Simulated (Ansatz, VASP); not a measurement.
**W: VASP beside Ansatz**

Contents of POSCAR:

```
W
1.0
    0.0000000000      1.9691000000      2.0909000000
    1.9691000000      0.0000000000      2.0909000000
    1.9691000000      1.9691000000      0.0000000000
W
1
Direct
    0.0000000000      0.0000000000      0.0000000000
```

File INCAR.step1:

```
SYSTEM = W
PREC     = Accurate       ! precision mode
ENCUT    = 520            ! plane-wave cutoff, eV
ISMEAR   = 0              ! smearing method
SIGMA    = 0.15           ! smearing width, eV
LREAL    = .False.        ! projectors in reciprocal space
LASPH    = .True.         ! aspherical terms in the spheres
NELM     = 60             ! most SCF steps
NBANDS   = 13             ! bands
GGA      = PE             ! functional
ALGO     = Normal         ! electronic algorithm
EDIFF    = 1E-4           ! SCF threshold, eV
LWAVE    = .True.         ! write WAVECAR
LCHARG   = .False.        ! write CHGCAR
```

Contents of INCAR.step2:

```
SYSTEM = W
PREC     = Accurate       ! precision mode
ENCUT    = 520            ! plane-wave cutoff, eV
EDIFF    = 1E-6           ! SCF threshold, eV
ISMEAR   = 0              ! smearing method
SIGMA    = 0.15           ! smearing width, eV
LREAL    = .False.        ! projectors in reciprocal space
LASPH    = .True.         ! aspherical terms in the spheres
NELM     = 60             ! most SCF steps
ALGO     = Normal         ! electronic algorithm
ISIF     = 2              ! what is computed and relaxed
LWAVE    = .False.        ! write WAVECAR
LCHARG   = .True.         ! write CHGCAR
METAGGA  = R2SCAN         ! meta-GGA
LMIXTAU  = .True.       
LELF     = .True.         ! ELF
LVHAR    = .True.       
NBANDS   = 13             ! bands
ISTART   = 1
```

Contents of KPOINTS:

```
regular mesh
0
Gamma
  20 20 20
  0 0 0
```

Input for Ansatz:

```yaml
crystal:
  lattice:
    - [0.0, 1.9691, 2.0909]
    - [1.9691, 0.0, 2.0909]
    - [1.9691, 1.9691, 0.0]
  atoms:
    - { symbol: W, position: [0.0, 0.0, 0.0] }
basis:
  ecutwfc: 500
kpoints:
  mp_grid: { grid: [20, 20, 20] }
hamiltonian:
  xc: r2scan
scf:
  occupations: { method: gaussian, width: 0.15 }
output:
  forces: true
  stress: true
  eigenvalues: true
```

Change from the starting cell: strain -0.030 along x and y, +0.030 along z, atoms carried along.

Alike in both runs: task single point; functional r2SCAN; k mesh 20 × 20 × 20; occupations gaussian, width 0.15 eV; no spin polarisation.

|  | VASP | Ansatz |
| --- | --- | --- |
| version | VASP 6.6.1 | Ansatz 0.2.0 |
| potentials or method | VASP PAW PBE potentials, release 64 (W_sv), cutoff 520 eV | scalar-relativistic, plane waves, PAW |
| valence electrons in the cell | 14 | 14 |

```tsv
	VASP	Ansatz	Ansatz less VASP
gap on the k mesh at the Fermi level (eV)	none	none	-
pressure (GPa)	1.1	-0.1	-1.15
traceless stress, the component that is largest in VASP (GPa)	10.39	10.33	-0.063
```

VASP's potentials were made for PBE, not for r2SCAN. A gap of «none» marks a metal or a gap that the smearing closes.

Spin-orbit coupling is off throughout.
